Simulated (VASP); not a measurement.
# SrTiO3 (P1) in VASP: single point with PBE+U

Aim: the single point of SrTiO3 with PBE+U.

All numbers are computed with VASP 6.6.1; they aren't measurements. Logs are shortened: lines on timing, memory, paths and dates and some standing lists are left out, and cuts for length are marked.

### 1 The cell of the first run

The typed cell holds 5 atoms: a = 3.923 Å, b = 3.969 Å, c = 3.952 Å, α = 90.59°, β = 89.41°, γ = 87.37°.

### 2 Single point, PBE+U

INCAR

```
SYSTEM = SrTiO3
ALGO = Normal ; EDIFF = 1E-6
ENCUT = 520 ; GGA = PE
ISIF = 2 ; ISMEAR = 0
LASPH = .TRUE. ; LCHARG = .FALSE.
LDAU = .TRUE. ; LDAUJ = 0 0 0
LDAUL = -1 2 -1 ; LDAUPRINT = 1
LDAUTYPE = 2 ; LDAUU = 0 4 0
LMAXMIX = 4 ; LREAL = .FALSE.
LWAVE = .FALSE. ; NBANDS = 28
NELM = 150 ; PREC = Accurate
SIGMA = 0.05
```

KPOINTS

```
k-points
0
G
  6 6 6
  0 0 0
```

POSCAR

```
SrTiO3
1.0
    3.9215611691      0.0904907161      0.0204898400
    0.0904907161      3.9682391874     -0.0207040950
    0.0204898400     -0.0207040950      3.9515139325
Sr Ti O
1 1 3
Direct
   -0.0004059578      0.0000367560     -0.0017351820
    0.5017183092      0.5007049313      0.4952909306
    0.0017285048      0.5017935157      0.5006188373
    0.4975629313     -0.0029311339      0.5024012288
    0.4993962124      0.5003959309      0.0034241854
```

Potentials or basis: VASP PAW PBE potentials, release 64 (Sr_sv, Ti_sv, O).

Command:

```sh
> cat potpaw_PBE.64/Sr_sv/POTCAR potpaw_PBE.64/Ti_sv/POTCAR potpaw_PBE.64/O/POTCAR > POTCAR
> mpirun -np 1 vasp_std > vasp.out
```

OUTCAR:

```text
SYSTEM = SrTiO3
   EDIFF = 1E-6
   ENCUT = 520
   GGA = PE
   ISIF = 2
   ISMEAR = 0
   LASPH = .TRUE.
   LREAL = .FALSE.
   NELM = 150
   PREC = Accurate

 ion  position               nearest neighbor table
   1  1.000  0.000  0.998-   5 2.72   5 2.73   4 2.75   3 2.77   4 2.79   4 2.79   3 2.80   4 2.80
                             3 2.81   3 2.82   5 2.85   5 2.85   2 3.33   2 3.35   2 3.39   2 3.39
   2  0.502  0.501  0.495-   5 1.94   3 1.96   3 1.96   4 1.97   4 2.00   5 2.01   1 3.33   1 3.35
                             1 3.39   1 3.39   1 3.46   1 3.47   1 3.47   1 3.48
   3  0.002  0.502  0.501-   2 1.96   2 1.96   1 2.77   1 2.80   1 2.81   1 2.82
   4  0.498  0.997  0.502-   2 1.97   2 2.00   1 2.75   1 2.79   1 2.79   1 2.80
   5  0.499  0.500  0.003-   2 1.94   2 2.01   1 2.72   1 2.73   1 2.85   1 2.85

  LATTYP: Found a triclinic cell.
 ALAT       =     6.7804251502
 B/A-ratio  =     0.5827984539
 C/A-ratio  =     0.5785269363
 COS(alpha) =     0.0102861718
 COS(beta)  =     0.5576945553
 COS(gamma) =     0.5947998584

  Lattice vectors:

 A1 = (  -3.8515602930,   3.8984525663,  -3.9927078675)
 A2 = (  -0.0204898400,   0.0207040950,  -3.9515139325)
 A3 = (  -3.9215611691,  -0.0904907161,  -0.0204898400)

Analysis of symmetry for initial positions (statically):
=====================================================================
 Subroutine PRICEL returns:
 Original cell was already a primitive cell.

 Routine SETGRP: Setting up the symmetry group for a
 triclinic supercell.

 Subroutine GETGRP returns: Found  1 space group operations
 (whereof  1 operations were pure point group operations)
 out of a pool of  2 trial point group operations.

The static configuration has the point symmetry C_1 .

Analysis of symmetry for dynamics (positions and initial velocities):
=====================================================================
 Subroutine PRICEL returns:
 Original cell was already a primitive cell.

 Routine SETGRP: Setting up the symmetry group for a
 triclinic supercell.

 Subroutine GETGRP returns: Found  1 space group operations
 (whereof  1 operations were pure point group operations)
 out of a pool of  2 trial point group operations.

The dynamic configuration has the point symmetry C_1 .

 Subroutine INISYM returns: Found  1 space group operations
 (whereof  1 operations are pure point group operations),
 and found     1 'primitive' translations

----------------------------------------------------------------------------------------

                                     Primitive cell

  volume of cell :      61.4565

  direct lattice vectors                    reciprocal lattice vectors
     3.921561169  0.090490716  0.020489840     0.255141976 -0.005825255 -0.001353513
     0.090490716  3.968239187 -0.020704095    -0.005825255  0.252140827  0.001351306
     0.020489840 -0.020704095  3.951513933    -0.001353513  0.001351306  0.253081661

  length of vectors
     3.922658589  3.969324814  3.951621294     0.255212056  0.252211729  0.253088888

  position of ions in fractional coordinates (direct lattice)
     0.999594042  0.000036756  0.998264818
     0.501718309  0.500704931  0.495290931
     0.001728505  0.501793516  0.500618837
     0.497562931  0.997068866  0.502401229
     0.499396212  0.500395931  0.003424185

  ion indices of the primitive-cell ions
   primitive index   ion index
                 1           1
                 2           2
                 3           3
                 4           4
                 5           5

----------------------------------------------------------------------------------------

 KPOINTS: k-points

Automatic generation of k-mesh.
 Grid dimensions read from file:
 generate k-points for:    6    6    6

 Generating k-lattice:

  Cartesian coordinates                     Fractional coordinates (reciprocal lattice)
     0.042523663 -0.000970876 -0.000225585     0.166666667 -0.000000000 -0.000000000
    -0.000970876  0.042023471  0.000225218    -0.000000000  0.166666667 -0.000000000
    -0.000225585  0.000225218  0.042180277    -0.000000000  0.000000000  0.166666667

  Length of vectors
     0.042535343  0.042035288  0.042181481

  Shift w.r.t. Gamma in fractional coordinates (k-lattice)
     0.000000000  0.000000000  0.000000000

 Subroutine IBZKPT returns following result:
 ===========================================

 Found    112 irreducible k-points:

 Following reciprocal coordinates:
            Coordinates               Weight
  0.000000  0.000000  0.000000      1.000000
  0.166667  0.000000  0.000000      2.000000
  0.333333 -0.000000  0.000000      2.000000
  0.500000  0.000000  0.000000      1.000000
 -0.000000  0.166667  0.000000      2.000000
  0.166667  0.166667  0.000000      2.000000
[... 16 lines left out ...]
  0.333333 -0.000000  0.166667      2.000000
  0.500000  0.000000  0.166667      2.000000
 [... further k-points ...]
   k-points           NKPTS =    112   k-points in BZ     NKDIM =    112   number of bands    NBANDS=     28
   number of dos      NEDOS =    301   number of ions     NIONS =      5
   total plane-waves  NPLWV =  27000
   dimension x,y,z NGX =    30 NGY =   30 NGZ =   30
   dimension x,y,z NGXF=    60 NGYF=   60 NGZF=   60
   ions per type =               1   1   3
   NGX,Y,Z   is equivalent  to a cutoff of  12.71, 12.56, 12.62 a.u.
   NGXF,Y,Z  is equivalent  to a cutoff of  25.43, 25.13, 25.24 a.u.
 SYSTEM =  SrTiO3
   PREC   = accura    normal or accurate (medium, high low for compatibility)
   ISTART =      0    job   : 0-new  1-cont  2-samecut
   ICHARG =      2    charge: 1-file 2-atom 10-const
   ISPIN  =      1    spin polarized calculation?
   LNONCOLLINEAR =      F non collinear calculations
   LSORBIT =      F    spin-orbit coupling
   LASPH  =      T    aspherical Exc in radial PAW
   ENCUT  =  520.0 eV  38.22 Ry    6.18 a.u.   7.29  7.38  7.35*2*pi/ulx,y,z
   NELM   =    150;   NELMIN=  2; NELMDL= -5     # of ELM steps
   EDIFF  = 0.1E-05   stopping-criterion for ELM
   LREAL  =      F    real-space projection
   EDIFFG = 0.1E-04   stopping-criterion for IOM
   NSW    =      0    number of steps for IOM
   IBRION =     -1    ionic relax: 0-MD 1-quasi-New 2-CG
   NFREE  =      0    steps in history (QN), initial steepest desc. (CG)
   ISIF   =      2    stress and relaxation
   ISYM   =      2    0-nonsym 1-usesym 2-fastsym
   POTIM  = 0.5000    time-step for ionic-motion
   TEBEG  =    0.0;   TEEND  =   0.0 temperature during run
   PSTRESS=    0.0 pullay stress
   NELECT =      40.0000    total number of electrons
   NUPDOWN=      -1.0000    fix difference up-down
   EMIN   =  10.00;   EMAX   =-10.00  energy-range for DOS
   EFERMI =   0.00;   METHOD = LEGACY
   ISMEAR =     0;   SIGMA  =   0.05  broadening in eV -4-tet -1-fermi 0-gaus
   EFERMI_NEDOS =   21; number of points for ismear=-14 and -15
   IALGO  =     38    algorithm
   IMIX   =      4    mixing-type and parameters
     AMIX     =   0.40;   BMIX     =  1.00
     AMIX_MAG =   1.60;   BMIX_MAG =  1.00
  volume/ion in A,a.u.               =      12.29        82.95
  Fermi-wavevector in a.u.,A,eV,Ry     =   1.418749  2.681047 27.386478  2.012849
  Thomas-Fermi vector in A             =   2.539842
   LORBIT       =      0    0 simple, 1 ext, 2 COOP (PROOUT), +10 PAW based schemes
 LDA+U is selected, type is set to LDAUTYPE =  2
   angular momentum for each species LDAUL =    -1    2   -1
   U (eV)           for each species LDAUU =   0.0  4.0  0.0
   J (eV)           for each species LDAUJ =   0.0  0.0  0.0
   GGA     = PE    functional components
   LHFCALC =     F    Hartree Fock is set to
   AEXX    =    0.0000 exact exchange contribution
   IVDW    =     0    specifies the selected vdW correction
   LEPSILON=     F    determine dielectric tensor
   LRPA    =     F    only Hartree local field effects (RPA)
 non-spin polarized calculation
 Gauss-broadening in eV      SIGMA  =   0.05
  energy-cutoff  :      520.00
  volume of cell :       61.46
 maximum number of plane-waves:      1677
 NGX is ok and might be reduce to    30
   NGX = 15   NGY = 15   NGZ = 15

atom =   2  type =  2  l = 2

 onsite density matrix

spin component  1

  0.1028 -0.0001 -0.0036  0.0002  0.0004
 -0.0001  0.1013 -0.0005 -0.0005  0.0005
 -0.0036 -0.0005  0.2475  0.0005 -0.0033
  0.0002 -0.0005  0.0005  0.1039  0.0008
  0.0004  0.0005 -0.0033  0.0008  0.2480

spin component  2

  0.1028 -0.0001 -0.0036  0.0002  0.0004
 -0.0001  0.1013 -0.0005 -0.0005  0.0005
 -0.0036 -0.0005  0.2475  0.0005 -0.0033
  0.0002 -0.0005  0.0005  0.1039  0.0008
  0.0004  0.0005 -0.0033  0.0008  0.2480

 occupancies and eigenvectors

  o =  0.1012  v =  0.0807  0.9823  0.0045  0.1690 -0.0042  0.0000  0.0000  0.0000  0.0000  0.0000      0.0000  0.0000  0.0000  0.0000  0.0000  0.0000  0.0000  0.0000  0.0000  0.0000
  o =  0.1012  v =  0.0000  0.0000  0.0000  0.0000  0.0000  0.0807  0.9823  0.0045  0.1690 -0.0042      0.0000  0.0000  0.0000  0.0000  0.0000  0.0000  0.0000  0.0000  0.0000  0.0000
  o =  0.1026  v = -0.9853  0.0534 -0.0250  0.1605  0.0013  0.0000  0.0000  0.0000  0.0000  0.0000      0.0000  0.0000  0.0000  0.0000  0.0000  0.0000  0.0000  0.0000  0.0000  0.0000
  o =  0.1026  v =  0.0000  0.0000  0.0000  0.0000  0.0000 -0.9853  0.0534 -0.0250  0.1605  0.0013      0.0000  0.0000  0.0000  0.0000  0.0000  0.0000  0.0000  0.0000  0.0000  0.0000
  o =  0.1040  v =  0.0000  0.0000  0.0000  0.0000  0.0000  0.1487 -0.1796 -0.0004  0.9724 -0.0049      0.0000  0.0000  0.0000  0.0000  0.0000  0.0000  0.0000  0.0000  0.0000  0.0000
  o =  0.1040  v =  0.1487 -0.1796 -0.0004  0.9724 -0.0049  0.0000  0.0000  0.0000  0.0000  0.0000      0.0000  0.0000  0.0000  0.0000  0.0000  0.0000  0.0000  0.0000  0.0000  0.0000
  o =  0.2445  v =  0.0000  0.0000  0.0000  0.0000  0.0000  0.0165  0.0001 -0.7281 -0.0063 -0.6852      0.0000  0.0000  0.0000  0.0000  0.0000  0.0000  0.0000  0.0000  0.0000  0.0000
  o =  0.2445  v =  0.0165  0.0001 -0.7281 -0.0063 -0.6852  0.0000  0.0000  0.0000  0.0000  0.0000      0.0000  0.0000  0.0000  0.0000  0.0000  0.0000  0.0000  0.0000  0.0000  0.0000
  o =  0.2511  v =  0.0000  0.0000  0.0000  0.0000  0.0000 -0.0188 -0.0045  0.6850 -0.0014 -0.7283      0.0000  0.0000  0.0000  0.0000  0.0000  0.0000  0.0000  0.0000  0.0000  0.0000
  o =  0.2511  v = -0.0188 -0.0045  0.6850 -0.0014 -0.7283  0.0000  0.0000  0.0000  0.0000  0.0000      0.0000  0.0000  0.0000  0.0000  0.0000  0.0000  0.0000  0.0000  0.0000  0.0000

 number of electron      39.9999994 magnetization

 Free energy of the ion-electron system (eV)
  ---------------------------------------------------
  ext. energy  EPLUGINS =         0.00000000
  ---------------------------------------------------
  free energy    TOTEN  =       -37.34593977 eV

  energy without entropy =      -37.34593977  energy(sigma->0) =      -37.34593977

 E-fermi :   4.4936     XC(G=0): -11.1122

 val. band max:        4.0874115492   @ k =   0.5000   0.5000   0.5000
 cond. band min:       6.2705513241   @ k =   0.0000   0.0000   0.0000
 fundamental gap:      2.1831397749
 Fermi energy:         4.4936170553

 k-point     1 :       0.0000    0.0000    0.0000
  band No.  band energies     occupation
      1     -53.5976      2.00000
      2     -29.7986      2.00000
      3     -29.7759      2.00000
      4     -29.7542      2.00000
      5     -28.8396      2.00000
      6     -13.3332      2.00000
[... 20 lines left out ...]
     27       9.4477      0.00000
     28       9.9172      0.00000

 k-point     2 :       0.1667    0.0000    0.0000
  band No.  band energies     occupation
      1     -53.5973      2.00000
      2     -29.8079      2.00000
      3     -29.7764      2.00000
      4     -29.7599      2.00000
      5     -28.8318      2.00000
      6     -13.3367      2.00000
[... 20 lines left out ...]
     27       9.9079      0.00000
     28      10.5722      0.00000

 k-point     3 :       0.3333   -0.0000    0.0000
  band No.  band energies     occupation
      1     -53.5967      2.00000
      2     -29.8336      2.00000
      3     -29.7767      2.00000
      4     -29.7642      2.00000
      5     -28.8167      2.00000
      6     -13.4305      2.00000
[... 616 lines left out ...]
      3     -29.7902      2.00000
      4     -29.7640      2.00000
      5     -28.8138      2.00000
      6     -13.3121      2.00000
[... 20 lines left out ...]
     27      11.1898      0.00000
     28      12.1047      0.00000

 k-point    24 :       0.5000    0.0000    0.1667
  band No.  band energies     occupation
      1     -53.5961      2.00000
      2     -29.8457      2.00000
      3     -29.7891      2.00000
      4     -29.7648      2.00000
      5     -28.8074      2.00000
      6     -13.3602      2.00000
[... 20 lines left out ...]
     27      11.7376      0.00000
     28      12.2316      0.00000

 [... further k-points ...]

------------------------ aborting loop because EDIFF is reached ----------------------------------------

  FORCE on cell =-STRESS in cart. coord.  units (eV):
  Direction    XX          YY          ZZ          XY          YZ          ZX
  --------------------------------------------------------------------------------------
  -------------------------------------------------------------------------------------
  Total        1.7288908      0.6725127      1.0818357     -1.9324652      0.4532452     -0.4516773
  in kB       45.0723878     17.5324856     28.2035855    -50.3795977     11.8161550    -11.7752803
  external PRESSURE =      30.2694863 kB  Pullay stress =       0.0000000 kB

 VOLUME and BASIS-vectors are now :
 -----------------------------------------------------------------------------
  energy-cutoff  :      520.00
  volume of cell :       61.46
      direct lattice vectors                 reciprocal lattice vectors
     3.921561169  0.090490716  0.020489840     0.255141976 -0.005825255 -0.001353513
     0.090490716  3.968239187 -0.020704095    -0.005825255  0.252140827  0.001351306
     0.020489840 -0.020704095  3.951513933    -0.001353513  0.001351306  0.253081661

 POSITION                                       TOTAL-FORCE (eV/Angst)
 -----------------------------------------------------------------------------------
      3.94043      0.06993      3.96514         0.037422     -0.015188     -0.023060
      2.02298      2.02206      1.95706        -0.039122     -0.027757      0.159607
      0.06244      1.98103      1.96785        -0.126927     -0.084964      0.049394
      2.05174      3.99123      1.97480         0.069277      0.201690      0.018606
      2.00376      2.03081      0.01340         0.059350     -0.073780     -0.204547
 -----------------------------------------------------------------------------------
    total drift:                                0.000260      0.000200     -0.000230

  FREE ENERGIE OF THE ION-ELECTRON SYSTEM (eV)
  ---------------------------------------------------
  free  energy   TOTEN  =       -37.3459397691 eV

  energy  without entropy=      -37.3459397691  energy(sigma->0) =      -37.34593977
```

Run time: 2.5 min. Hardware: 1 thread of Intel Xeon Platinum 8375C at 2.90GHz (Ice Lake), shared host; peak memory 0.31 GiB.

What came out:

* Free energy: -37.3459 eV
* Pressure: 3.0 GPa
* Largest force: 0.225 eV/Å
* Band gap on the k mesh: 2.18 eV, indirect (least direct gap 2.51 eV)

Forces in eV/Å, atoms in the order of the input:
```
Sr   0.037 -0.015 -0.023
Ti  -0.039 -0.028  0.160
O   -0.127 -0.085  0.049
O    0.069  0.202  0.019
O    0.059 -0.074 -0.205
```

Eigenvalues of the final occupation matrices:
```csv
site,spin,trace,eigenvalues
site 2 d,1,0.80,0.10 0.10 0.10 0.24 0.25
site 2 d,2,0.80,0.10 0.10 0.10 0.24 0.25
```

A k mesh can miss the band edges.
